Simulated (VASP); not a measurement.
# TiO2 (Pbcn) in VASP: notebook, part 2 of 2

VASP 6.6.1. The steps go on from the part before.

**3. Electric field gradients, PBE**

This run uses another cell than the first one: it holds 12 atoms, not 24.

The input, INCAR:

```
SYSTEM = TiO2
ALGO = Normal
EDIFF = 1E-8
ENCUT = 520
GGA = PE
ISIF = 2
ISMEAR = -1
LASPH = .TRUE.
LCHARG = .FALSE.
LEFG = .TRUE.
LREAL = .FALSE.
LWAVE = .FALSE.
NBANDS = 60
NELM = 100
PREC = Accurate
SIGMA = 0.02
```

The input, KPOINTS:

```
k-points
0
G
  4 4 4
  0 0 0
```

The input, POSCAR:

```
TiO2
1.0
    4.5150000000      0.0000000000      0.0000000000
    0.0000000000      5.4970000000      0.0000000000
    0.0000000000      0.0000000000      4.9390000000
Ti O
4 8
Direct
    0.0000000000      0.1745282651      0.2500000000
    0.5000000000      0.3254717349      0.7500000000
    0.0000000000      0.8254717349      0.7500000000
    0.5000000000      0.6745282651      0.2500000000
    0.2703989251      0.3819135221      0.4196927462
    0.2296010749      0.1180864779      0.9196927462
    0.7703989251      0.1180864779      0.5803072538
    0.7296010749      0.3819135221      0.0803072538
    0.7296010749      0.6180864779      0.5803072538
    0.7703989251      0.8819135221      0.0803072538
    0.2296010749      0.8819135221      0.4196927462
    0.2703989251      0.6180864779      0.9196927462
```

Potentials or basis: VASP PAW PBE potentials, release 64 (Ti_sv, O).

The run is started by

```
cat potpaw_PBE.64/Ti_sv/POTCAR potpaw_PBE.64/O/POTCAR > POTCAR
mpirun -np 1 vasp_std > vasp.out
```

OUTCAR:

```text
SYSTEM = TiO2
   EDIFF = 1E-8
   ENCUT = 520
   GGA = PE
   ISIF = 2
   ISMEAR = -1
   LASPH = .TRUE.
   LREAL = .FALSE.
   NELM = 100
   PREC = Accurate

 ion  position               nearest neighbor table
   1  0.000  0.175  0.250-   5 1.87   8 1.87   7 1.96   6 1.96  10 2.09  11 2.09
   2  0.500  0.325  0.750-   6 1.87   7 1.87   5 1.96   8 1.96   9 2.09  12 2.09
   3  0.000  0.825  0.750-   9 1.87  12 1.87  11 1.96  10 1.96   6 2.09   7 2.09
   4  0.500  0.675  0.250-  10 1.87  11 1.87   9 1.96  12 1.96   5 2.09   8 2.09
   5  0.270  0.382  0.420-   1 1.87   2 1.96   4 2.09
   6  0.230  0.118  0.920-   2 1.87   1 1.96   3 2.09
   7  0.770  0.118  0.580-   2 1.87   1 1.96   3 2.09
   8  0.730  0.382  0.080-   1 1.87   2 1.96   4 2.09
   9  0.730  0.618  0.580-   3 1.87   4 1.96   2 2.09
  10  0.770  0.882  0.080-   4 1.87   3 1.96   1 2.09
  11  0.230  0.882  0.420-   4 1.87   3 1.96   1 2.09
[... 1795 lines left out ...]
   1     -21.437    -3.786    25.223       0.700
   2     -21.437    -3.786    25.223       0.700
   3     -21.437    -3.786    25.223       0.700
   4     -21.437    -3.786    25.223       0.700
   5      19.160     6.745   -25.905       0.479
   6      19.160     6.745   -25.905       0.479
   7      19.160     6.745   -25.905       0.479
   8      19.160     6.745   -25.905       0.479
   9      19.160     6.745   -25.905       0.479
  10      19.160     6.745   -25.905       0.479
  11      19.160     6.745   -25.905       0.479
  12      19.160     6.745   -25.905       0.479
----------------------------------------------------------------------

           NMR quadrupolar parameters

 Cq : quadrupolar parameter    Cq=e*Q*V_zz/h
 eta: asymmetry parameters     (V_yy - V_xx)/ V_zz
 Q  : nuclear electric quadrupole moment in mb (millibarn)
----------------------------------------------------------------------
 ion       Cq(MHz)       eta       Q (mb)
----------------------------------------------------------------------
   1       0.061       0.700       1.000
   2       0.061       0.700       1.000
   3       0.061       0.700       1.000
   4       0.061       0.700       1.000
   5      -0.063       0.479       1.000
   6      -0.063       0.479       1.000
   7      -0.063       0.479       1.000
   8      -0.063       0.479       1.000
   9      -0.063       0.479       1.000
  10      -0.063       0.479       1.000
  11      -0.063       0.479       1.000
  12      -0.063       0.479       1.000
----------------------------------------------------------------------
```

OSZICAR:

```text
N       E                     dE             d eps       ncg     rms          rms(c)
DAV:   1     0.152797141061E+04    0.15280E+04   -0.47944E+04  3248   0.192E+03
DAV:   2     0.181953199822E+03   -0.13460E+04   -0.12727E+04  3284   0.597E+02
DAV:   3    -0.118593399696E+03   -0.30055E+03   -0.28989E+03  4112   0.243E+02
[... 11 lines left out ...]
DAV:  15    -0.107333395237E+03   -0.14316E-05   -0.18809E-05  4336   0.299E-02    0.556E-03
DAV:  16    -0.107333394805E+03    0.43254E-06   -0.12347E-06  4336   0.659E-03    0.184E-03
DAV:  17    -0.107333394872E+03   -0.67246E-07   -0.10133E-07  3364   0.177E-03    0.113E-03
DAV:  18    -0.107333394980E+03   -0.10827E-06   -0.44957E-08  2924   0.165E-03    0.220E-04
DAV:  19    -0.107333394978E+03    0.26830E-08   -0.40004E-09  1696   0.389E-04
   1 F= -.10733339E+03 E0= -.10733339E+03  d E =-.213227E-14
```

It took 3 min on 1 thread of AMD EPYC 9R45 (Zen 5), shared host; peak memory 0.28 GiB.

What came out:

```
Free energy            : -107.3334 eV
Pressure               : 5.9 GPa
Largest force          : 0.035 eV/Å
Band gap on the k mesh : 2.61 eV, indirect (least direct gap 2.64 eV)
```

Forces on the atoms (eV/Å):
```
Ti   0.000 -0.035  0.000
Ti   0.000  0.035  0.000
Ti   0.000  0.035  0.000
Ti   0.000 -0.035  0.000
O    0.010  0.027  0.001
O   -0.010 -0.027  0.001
O    0.010 -0.027 -0.001
O   -0.010  0.027 -0.001
O   -0.010 -0.027 -0.001
O    0.010  0.027 -0.001
O   -0.010  0.027  0.001
O    0.010 -0.027  0.001
```

Stress tensor (GPa, compression positive):
```
6.99 0.00 0.00
0.00 6.65 0.00
0.00 0.00 4.01
```

Levels at points of the mesh, in eV from the valence-band top:
```csv
k point,band 45,band 46,band 47,band 48,band 49,band 50,band 51,band 52
"(0.00, 0.00, 0.00)",-0.55,-0.47,-0.07,0.00,2.64,2.69,2.81,2.81
"(0.50, 0.00, 0.00)",-0.53,-0.53,-0.29,-0.29,3.11,3.11,3.21,3.21
"(0.00, 0.50, 0.00)",-1.24,-1.24,-0.16,-0.16,2.74,2.74,3.19,3.19
"(0.50, 0.50, 0.00)",-0.58,-0.58,-0.39,-0.39,2.97,2.97,2.98,2.98
"(0.00, 0.00, 0.50)",-0.45,-0.45,-0.34,-0.34,2.61,2.61,3.03,3.03
"(0.50, 0.00, 0.50)",-0.51,-0.51,-0.51,-0.51,2.97,2.97,2.97,2.97
"(0.00, 0.50, 0.50)",-0.48,-0.48,-0.48,-0.48,2.90,2.90,2.90,2.90
"(0.50, 0.50, 0.50)",-0.83,-0.83,-0.83,-0.83,3.00,3.00,3.00,3.00
```

Electric field gradients, principal values (V/Å²):
```
atom   least   middle  greatest (by size)
1 Ti  -3.786  -21.437              25.223
2 Ti  -3.786  -21.437              25.223
3 Ti  -3.786  -21.437              25.223
4 Ti  -3.786  -21.437              25.223
 5 O   6.745   19.160             -25.905
 6 O   6.745   19.160             -25.905
 7 O   6.745   19.160             -25.905
 8 O   6.745   19.160             -25.905
 9 O   6.745   19.160             -25.905
10 O   6.745   19.160             -25.905
11 O   6.745   19.160             -25.905
12 O   6.745   19.160             -25.905
```

Caveat: without QUAD_EFG the Cq values of the log hold for a quadrupole moment of 1 mb, not for the nuclei. A k mesh can miss the band edges.
